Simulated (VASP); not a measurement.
Here is a VASP 6.6.1 calculation.

INCAR

```
  PREC = Accurate
  ENCUT = 520
  EDIFF = 1E-6
  ISMEAR = -1
  SIGMA = 0.05
  LREAL = False
  LASPH = True
  NELM = 150
  ALGO = Normal
  ISIF = 2
  LWAVE = False
  LCHARG = False
  ISPIN = 2
  MAGMOM = 2 0
  LORBIT = 11
  LMAXMIX = 4
  NBANDS = 18
```

KPOINTS

```
Automatic mesh
0
Gamma
  11 11 11
```

POSCAR

```
CoO
1.0
    1.5154398320      0.8749395950      2.4560858334
   -1.5154398320      0.8749395950      2.4560858334
    0.0000000000     -1.7498791900      2.4560858334
Co O
1 1
Direct
    0.0000000000      0.0000000000      0.0000000000
    0.5000000000      0.5000000000      0.5000000000
```

Potentials or basis: VASP PAW LDA potentials, release 64 (Co, O).

Command:

```bash
$ cat potpaw_LDA.64/Co/POTCAR potpaw_LDA.64/O/POTCAR > POTCAR
$ mpirun -np 1 vasp_std > vasp.out
```

Task: Estimate the pressure.

Result: -21.7 GPa.

Task: What does it give for the site moments?

Result: Co +2.43; O +0.30 μB.

Task: What does it give for the net moment?

Result: 2.79 μB per cell.

Stress tensor (GPa, compression positive):
```
-21.64   0.00   0.00
  0.00 -21.64   0.00
  0.00   0.00 -21.74
```

Caveat: a cell with one magnetic atom can't hold antiferromagnetic order, which such compounds often take.
